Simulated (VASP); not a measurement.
# HfBi3O (Pm-3m) in VASP: notebook

Runs on HfBi3O. Level: PBE. Tasks: single point, relaxation of cell and atoms.

Everything below comes from runs of VASP 6.6.1. Logs are shortened: lines on timing, memory, paths and dates and some standing lists are left out, and cuts for length are marked.

**1. The cell of the first run**

Symmetry: Pm-3m, No. 221, cubic system. Conventional cell: a = 4.986 Å, b = 4.986 Å, c = 4.986 Å, α = 90.00°, β = 90.00°, γ = 90.00°. Hf (site symmetry m-3m) has 12 Bi at 3.53 Å and 8 O at 4.32 Å within 4.6 Å. Within 3.3 Å of Bi (site symmetry 4/mmm) lie 2 O at 2.49 Å. Within 3.3 Å of O (site symmetry m-3m) lie 6 Bi at 2.49 Å.

The cell was built from a structure type or drawn by symmetry, and may not be a known phase.

**2. Single point, PBE**

INCAR reads:

```
PREC = Accurate
ENCUT = 520
EDIFF = 1E-6
ISMEAR = 0
SIGMA = 0.1
LREAL = False
LASPH = True
NELM = 80
ALGO = Normal
ISIF = 2
LWAVE = False
LCHARG = True
GGA = PE
LELF = True
LVHAR = True
NBANDS = 38
```

KPOINTS reads:

```
regular mesh
0
Gamma
  4 4 4
```

POSCAR reads:

```
HfBi3O
1.0
    4.9859557300      0.0000000000      0.0000000000
    0.0000000000      4.9859557300      0.0000000000
    0.0000000000      0.0000000000      4.9859557300
Hf Bi O
1 3 1
Direct
    0.0000000000      0.0000000000      0.0000000000
    0.5000000000      0.0000000000      0.5000000000
    0.5000000000      0.5000000000      0.0000000000
    0.0000000000      0.5000000000      0.5000000000
    0.5000000000      0.5000000000      0.5000000000
```

Potentials or basis: VASP PAW PBE potentials, release 64 (Hf_pv, Bi_d, O).

On the command line:

```bash
$ cat potpaw_PBE.64/Hf_pv/POTCAR potpaw_PBE.64/Bi_d/POTCAR potpaw_PBE.64/O/POTCAR > POTCAR
$ mpirun -np 1 vasp_std > vasp.out
```

OUTCAR:

```text
PREC = Accurate
   ENCUT = 520
   EDIFF = 1E-6
   ISMEAR = 0
   LREAL = False
   LASPH = True
   NELM = 80
   ISIF = 2
   GGA = PE

 ion  position               nearest neighbor table
   1  0.000  0.000  0.000-   2 3.53   3 3.53   4 3.53   2 3.53   4 3.53   3 3.53   4 3.53   4 3.53
                             2 3.53   3 3.53   2 3.53   3 3.53
   2  0.500  0.000  0.500-   5 2.49   5 2.49   4 3.53   1 3.53   1 3.53   3 3.53   3 3.53   4 3.53
                             3 3.53   3 3.53   1 3.53   4 3.53   1 3.53   4 3.53
   3  0.500  0.500  0.000-   5 2.49   5 2.49   4 3.53   1 3.53   2 3.53   4 3.53   2 3.53   1 3.53
                             2 3.53   2 3.53   1 3.53   4 3.53   4 3.53   1 3.53
   4  0.000  0.500  0.500-   5 2.49   5 2.49   3 3.53   1 3.53   1 3.53   3 3.53   1 3.53   2 3.53
                             1 3.53   2 3.53   3 3.53   2 3.53   3 3.53   2 3.53
   5  0.500  0.500  0.500-   2 2.49   3 2.49   4 2.49   3 2.49   2 2.49   4 2.49

  LATTYP: Found a simple cubic cell.
 ALAT       =     4.9859557300

  Lattice vectors:

 A1 = (   4.9859557300,   0.0000000000,   0.0000000000)
 A2 = (   0.0000000000,   4.9859557300,   0.0000000000)
 A3 = (   0.0000000000,   0.0000000000,   4.9859557300)

Analysis of symmetry for initial positions (statically):
=====================================================================
 Subroutine PRICEL returns:
 Original cell was already a primitive cell.

 Routine SETGRP: Setting up the symmetry group for a
 simple cubic supercell.

 Subroutine GETGRP returns: Found 48 space group operations
 (whereof 48 operations were pure point group operations)
 out of a pool of 48 trial point group operations.

The static configuration has the point symmetry O_h .

Analysis of symmetry for dynamics (positions and initial velocities):
=====================================================================
 Subroutine PRICEL returns:
 Original cell was already a primitive cell.

 Routine SETGRP: Setting up the symmetry group for a
 simple cubic supercell.

 Subroutine GETGRP returns: Found 48 space group operations
 (whereof 48 operations were pure point group operations)
 out of a pool of 48 trial point group operations.

The dynamic configuration has the point symmetry O_h .

 Subroutine INISYM returns: Found 48 space group operations
 (whereof 48 operations are pure point group operations),
 and found     1 'primitive' translations

----------------------------------------------------------------------------------------

                                     Primitive cell

  volume of cell :     123.9496

  direct lattice vectors                    reciprocal lattice vectors
     4.985955730  0.000000000  0.000000000     0.200563353  0.000000000  0.000000000
     0.000000000  4.985955730  0.000000000     0.000000000  0.200563353  0.000000000
     0.000000000  0.000000000  4.985955730     0.000000000  0.000000000  0.200563353

  length of vectors
     4.985955730  4.985955730  4.985955730     0.200563353  0.200563353  0.200563353

  position of ions in fractional coordinates (direct lattice)
     0.000000000  0.000000000  0.000000000
     0.500000000  0.000000000  0.500000000
     0.500000000  0.500000000  0.000000000
     0.000000000  0.500000000  0.500000000
     0.500000000  0.500000000  0.500000000

  ion indices of the primitive-cell ions
   primitive index   ion index
                 1           1
                 2           2
                 3           3
                 4           4
                 5           5

----------------------------------------------------------------------------------------

 KPOINTS: regular mesh

Automatic generation of k-mesh.
 Grid dimensions read from file:
 generate k-points for:    4    4    4

 Generating k-lattice:

  Cartesian coordinates                     Fractional coordinates (reciprocal lattice)
     0.050140838  0.000000000  0.000000000     0.250000000  0.000000000  0.000000000
     0.000000000  0.050140838  0.000000000     0.000000000  0.250000000  0.000000000
     0.000000000  0.000000000  0.050140838     0.000000000  0.000000000  0.250000000

  Length of vectors
     0.050140838  0.050140838  0.050140838

  Shift w.r.t. Gamma in fractional coordinates (k-lattice)
     0.000000000  0.000000000  0.000000000

 Subroutine IBZKPT returns following result:
 ===========================================

 Found     10 irreducible k-points:

 Following reciprocal coordinates:
            Coordinates               Weight
  0.000000  0.000000  0.000000      1.000000
  0.250000  0.000000  0.000000      6.000000
  0.500000  0.000000  0.000000      3.000000
  0.250000  0.250000  0.000000     12.000000
  0.500000  0.250000  0.000000     12.000000
  0.500000  0.500000  0.000000      3.000000
  0.250000  0.250000  0.250000      8.000000
  0.500000  0.250000  0.250000     12.000000
  0.500000  0.500000  0.250000      6.000000
  0.500000  0.500000  0.500000      1.000000
   k-points           NKPTS =     10   k-points in BZ     NKDIM =     10   number of bands    NBANDS=     38
   number of dos      NEDOS =    301   number of ions     NIONS =      5
   total plane-waves  NPLWV =  64000
   dimension x,y,z NGX =    40 NGY =   40 NGZ =   40
   dimension x,y,z NGXF=    80 NGYF=   80 NGZF=   80
   ions per type =               1   3   1
   NGX,Y,Z   is equivalent  to a cutoff of  13.34, 13.34, 13.34 a.u.
   NGXF,Y,Z  is equivalent  to a cutoff of  26.67, 26.67, 26.67 a.u.
 SYSTEM =  unknown system
   PREC   = accura    normal or accurate (medium, high low for compatibility)
   ISTART =      0    job   : 0-new  1-cont  2-samecut
   ICHARG =      2    charge: 1-file 2-atom 10-const
   ISPIN  =      1    spin polarized calculation?
   LNONCOLLINEAR =      F non collinear calculations
   LSORBIT =      F    spin-orbit coupling
   LASPH  =      T    aspherical Exc in radial PAW
   ENCUT  =  520.0 eV  38.22 Ry    6.18 a.u.   9.27  9.27  9.27*2*pi/ulx,y,z
   NELM   =     80;   NELMIN=  2; NELMDL= -5     # of ELM steps
   EDIFF  = 0.1E-05   stopping-criterion for ELM
   LREAL  =      F    real-space projection
   EDIFFG = 0.1E-04   stopping-criterion for IOM
   NSW    =      0    number of steps for IOM
   IBRION =     -1    ionic relax: 0-MD 1-quasi-New 2-CG
   NFREE  =      0    steps in history (QN), initial steepest desc. (CG)
   ISIF   =      2    stress and relaxation
   ISYM   =      2    0-nonsym 1-usesym 2-fastsym
   POTIM  = 0.5000    time-step for ionic-motion
   TEBEG  =    0.0;   TEEND  =   0.0 temperature during run
   PSTRESS=    0.0 pullay stress
   NELECT =      61.0000    total number of electrons
   NUPDOWN=      -1.0000    fix difference up-down
   EMIN   =  10.00;   EMAX   =-10.00  energy-range for DOS
   EFERMI =   0.00;   METHOD = LEGACY
   ISMEAR =     0;   SIGMA  =   0.10  broadening in eV -4-tet -1-fermi 0-gaus
   EFERMI_NEDOS =   21; number of points for ismear=-14 and -15
   IALGO  =     38    algorithm
   IMIX   =      4    mixing-type and parameters
     AMIX     =   0.40;   BMIX     =  1.00
     AMIX_MAG =   1.60;   BMIX_MAG =  1.00
  volume/ion in A,a.u.               =      24.79       167.29
  Fermi-wavevector in a.u.,A,eV,Ry     =   1.292517  2.442503 22.729905  1.670601
  Thomas-Fermi vector in A             =   2.424220
   LORBIT       =      0    0 simple, 1 ext, 2 COOP (PROOUT), +10 PAW based schemes
   GGA     = PE    functional components
   LHFCALC =     F    Hartree Fock is set to
   AEXX    =    0.0000 exact exchange contribution
   IVDW    =     0    specifies the selected vdW correction
   LEPSILON=     F    determine dielectric tensor
   LRPA    =     F    only Hartree local field effects (RPA)
 non-spin polarized calculation
 Gauss-broadening in eV      SIGMA  =   0.10
  energy-cutoff  :      520.00
  volume of cell :      123.95
 maximum number of plane-waves:      3362
 NGX is ok and might be reduce to    40
   NGX = 19   NGY = 19   NGZ = 19

 number of electron      61.0000003 magnetization

 Free energy of the ion-electron system (eV)
  ---------------------------------------------------
  ext. energy  EPLUGINS =         0.00000000
  ---------------------------------------------------
  free energy    TOTEN  =       -26.92040920 eV

  energy without entropy =      -26.89708553  energy(sigma->0) =      -26.90874737

 E-fermi :   7.5061     XC(G=0): -10.5474

 val. band max:        7.2913237134   @ k =   0.2500   0.2500   0.0000
 cond. band min:       7.5224489715   @ k =   0.5000   0.2500   0.0000
 fundamental gap:      0.2311252581
 Fermi energy:         7.5060648746

 k-point     1 :       0.0000    0.0000    0.0000
  band No.  band energies     occupation
      1     -24.8744      2.00000
      2     -24.8744      2.00000
      3     -24.8744      2.00000
      4     -16.0125      2.00000
      5     -15.7871      2.00000
      6     -15.7871      2.00000
[... 30 lines left out ...]
     37       7.7832      0.00009
     38      12.4753      0.00000

 k-point     2 :       0.2500    0.0000    0.0000
  band No.  band energies     occupation
      1     -24.8756      2.00000
      2     -24.8744      2.00000
      3     -24.8744      2.00000
      4     -15.9627      2.00000
      5     -15.7854      2.00000
      6     -15.7578      2.00000
[... 30 lines left out ...]
     37       9.9043      0.00000
     38      10.7225      0.00000

 k-point     3 :       0.5000    0.0000    0.0000
  band No.  band energies     occupation
      1     -24.8768      2.00000
      2     -24.8745      2.00000
      3     -24.8745      2.00000
      4     -15.8998      2.00000
      5     -15.7838      2.00000
      6     -15.7191      2.00000
[... 30 lines left out ...]
     37      10.7781      0.00000
[... 207 lines left out ...]
 k-point     9 :       0.5000    0.5000    0.2500
  band No.  band energies     occupation
      1     -24.8761      2.00000
      2     -24.8761      2.00000
      3     -24.8753      2.00000
      4     -15.7722      2.00000
      5     -15.7563      2.00000
      6     -15.7563      2.00000
[... 30 lines left out ...]
     37      10.6627      0.00000
     38      10.7365      0.00000

 k-point    10 :       0.5000    0.5000    0.5000
  band No.  band energies     occupation
      1     -24.8759      2.00000
      2     -24.8759      2.00000
      3     -24.8759      2.00000
      4     -15.7666      2.00000
      5     -15.7666      2.00000
      6     -15.7666      2.00000
[... 30 lines left out ...]
     37      10.3963      0.00000
     38      10.7994      0.00000

------------------------ aborting loop because EDIFF is reached ----------------------------------------

  FORCE on cell =-STRESS in cart. coord.  units (eV):
  Direction    XX          YY          ZZ          XY          YZ          ZX
  --------------------------------------------------------------------------------------
  -------------------------------------------------------------------------------------
  Total       -2.5143593     -2.5143593     -2.5143593     -0.0000000     -0.0000000      0.0000000
  in kB      -32.5006962    -32.5006962    -32.5006962     -0.0000000     -0.0000000      0.0000000
  external PRESSURE =     -32.5006962 kB  Pullay stress =       0.0000000 kB

 VOLUME and BASIS-vectors are now :
 -----------------------------------------------------------------------------
  energy-cutoff  :      520.00
  volume of cell :      123.95
      direct lattice vectors                 reciprocal lattice vectors
     4.985955730  0.000000000  0.000000000     0.200563353  0.000000000  0.000000000
     0.000000000  4.985955730  0.000000000     0.000000000  0.200563353  0.000000000
     0.000000000  0.000000000  4.985955730     0.000000000  0.000000000  0.200563353

 POSITION                                       TOTAL-FORCE (eV/Angst)
 -----------------------------------------------------------------------------------
      0.00000      0.00000      0.00000         0.000000      0.000000      0.000000
      2.49298      0.00000      2.49298         0.000000      0.000000      0.000000
      2.49298      2.49298      0.00000         0.000000      0.000000      0.000000
      0.00000      2.49298      2.49298         0.000000      0.000000      0.000000
      2.49298      2.49298      2.49298         0.000000      0.000000      0.000000
 -----------------------------------------------------------------------------------
    total drift:                               -0.000000     -0.000000     -0.000000

  FREE ENERGIE OF THE ION-ELECTRON SYSTEM (eV)
  ---------------------------------------------------
  free  energy   TOTEN  =       -26.9204092020 eV

  energy  without entropy=      -26.8970855339  energy(sigma->0) =      -26.90874737
```

Wall time 2.2 min (1 thread of AMD EPYC 7R13, shared host); peak memory 0.22 GiB.

Results:

```yaml
Free_energy: -26.9204 eV
Pressure: -3.3 GPa
Band_gap_on_the_k_mesh: zero (an odd number of electrons rules out a gap without spin polarisation)
```

Levels at points of the mesh, in eV from the Fermi level:
```tsv
k point	band 26	band 27	band 28	band 29	band 30	band 31	band 32	band 33	band 34	band 35
(0.00, 0.00, 0.00)	-1.56	-1.56	-1.56	-0.39	0.12	0.12	0.25	0.25	0.25	0.28
(0.50, 0.00, 0.00)	-2.92	-2.44	-1.78	-1.78	-1.63	-1.63	0.35	0.87	0.91	3.07
(0.50, 0.50, 0.00)	-2.99	-2.32	-2.32	-1.63	-1.63	-0.80	0.10	0.46	1.49	2.76
(0.50, 0.50, 0.50)	-2.96	-2.96	-2.96	-2.17	-1.70	0.98	0.98	1.08	1.08	1.08
```

Caveat: the cell stands under tension; spin-orbit coupling is left out, which moves the levels of the heavy elements; an odd number of electrons without spin polarisation forces a metal; a magnetic or distorted state may lie lower.

(Continued in part 2 of 2.)
